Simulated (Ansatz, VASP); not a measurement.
# Two plane-wave programs on Mg2Si

```xyz
3
Lattice="0.0000 3.1820 3.1820 3.1820 0.0000 3.1820 3.1820 3.1820 0.0000" Properties=species:S:1:pos:R:3 pbc="T T T"
Mg    1.5910    1.5910    1.5910
Mg    4.7730    4.7730    4.7730
Si    0.0000    0.0000    0.0000
```

Alike in both runs: task single point; functional PBE; k mesh 6 × 6 × 6; no spin polarisation.

|  | VASP | Ansatz |
| --- | --- | --- |
| version | VASP 6.6.1 | Ansatz 0.2.0 |
| potentials or method | VASP PAW PBE potentials, release 64 (Mg, Si) | plane waves, PAW |
| plane-wave cutoff (eV) | 600 | 420 |
| occupations | gaussian, width 0.01 eV | fixed |
| valence electrons in the cell | 8 | 24 |

|  | VASP | Ansatz | Ansatz less VASP |
| --- | --- | --- | --- |
| gap on the k mesh at the Fermi level (eV) | 0.21 | 0.21 | +0.002 |
| pressure (GPa) | -0.1 | 0.0 | +0.13 |

VASP's potentials hold 8 valence electrons a cell and Ansatz's 24, so a difference there can come from the potentials and not from the codes.
